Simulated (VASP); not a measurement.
B4AsN3: single point with r2SCAN

B4AsN3:

```
N B As
1.0
     3.95353    0.00000    0.00000
     0.00000    3.95353    0.00000
     0.00000    0.00000    3.95353
N B As
3 4 1
Direct
  0.50000 0.00000 0.00000
  0.00000 0.50000 0.00000
  0.00000 0.00000 0.50000
  0.22696 0.77304 0.77304
  0.77304 0.22696 0.77304
  0.77304 0.77304 0.22696
  0.22696 0.22696 0.22696
  0.50000 0.50000 0.50000
```

```yaml
Program: VASP 6.6.1
Task: single point
Functional: r2SCAN
Potentials_or_basis: VASP PAW PBE potentials, release 64 (N, B, As)
Cutoff: 520 eV
k_mesh: 6 × 6 × 6
Occupations: gaussian, width 0.01 eV
Spin: no spin polarisation
Dipole_correction: no
Further_INCAR_settings: ALGO = Normal; EDIFF = 1e-07; NBANDS = 26
```

| Quantity | Value |
| --- | --- |
| Pressure | 1.3 GPa |
| Largest force | 0.112 eV/Å |
| Band gap on the k mesh | 1.03 eV |

Forces on the atoms (eV/Å):
```
N    0.000  0.000  0.000
N    0.000  0.000  0.000
N    0.000  0.000  0.000
B   -0.064  0.064  0.064
B    0.064 -0.064  0.064
B    0.064  0.064 -0.064
B   -0.064 -0.064 -0.064
As   0.000  0.000  0.000
```

Levels at points of the mesh, in eV from the valence-band top:
```tsv
k point	band 13	band 14	band 15	band 16	band 17	band 18	band 19	band 20
(0.00, 0.00, 0.00)	-5.56	0.00	0.00	0.00	1.03	2.97	2.97	5.73
(0.50, 0.00, 0.00)	-4.63	-4.18	-2.10	-2.10	3.16	5.04	6.42	7.20
(0.50, 0.50, 0.00)	-4.70	-3.55	-1.39	-1.39	5.84	6.40	6.40	7.72
(0.50, 0.50, 0.50)	-3.47	-0.56	-0.56	-0.56	5.26	5.26	5.26	7.73
```

It took 3.2 min on 1 thread of Intel(R) Xeon(R) Platinum 8259CL CPU @ 2.50GHz (Skylake/Cascade Lake), on a shared host, peak memory 0.18 GiB.

Caveat: the PAW data sets were made with another functional, which shifts forces and pressure a little.
